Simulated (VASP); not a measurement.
Runs of VASP 6.6.1 on Si. The structure is that of space group P6/mmm (No. 191), or close to it. The cells are those of the table. This isn't the form of Si at room conditions, which is diamond.

```tsv
cell	gap on the mesh (eV)	pressure (GPa)
a = 2.629, b = 2.629, c = 2.618 Å, angles 90.0, 90.0, 120.0°, 1 atom	none	-4.9
a = 2.695, b = 2.695, c = 2.431 Å, angles 90.0, 90.0, 120.0°, 1 atom	none	(a)
a = 2.695, b = 2.695, c = 2.369 Å, angles 90.0, 90.0, 120.0°, 1 atom	none	(b)
a = 2.629, b = 2.629, c = 2.556 Å, angles 90.0, 90.0, 120.0°, 1 atom	none	-2.8
a = 2.629, b = 2.629, c = 2.431 Å, angles 90.0, 90.0, 120.0°, 1 atom	none	3.3
```

Alike in all rows: task single point; level r2SCAN; potentials or basis VASP PAW PBE potentials, release 64 (Si); no spin polarisation; k mesh 24 × 24 × 24; cutoff (eV) 520; smearing gaussian 0.15 eV.

Question: Estimate the missing entries.

Answer: (a) -1.8; (b) 1.8.

Caveats: the PAW data sets were made with another functional, which shifts forces and pressure a little; the stress differs along the axes, from -13 to -1 GPa (at least some runs); the stress differs along the axes, from -5 to 4 GPa (at least some runs); the stress differs along the axes, from -3 to 12 GPa (at least some runs); the stress differs along the axes, from -8 to -0 GPa (at least some runs); the cell stands under pressure (at least some runs).

A gap of «none» marks levels without a gap at the run's occupations.
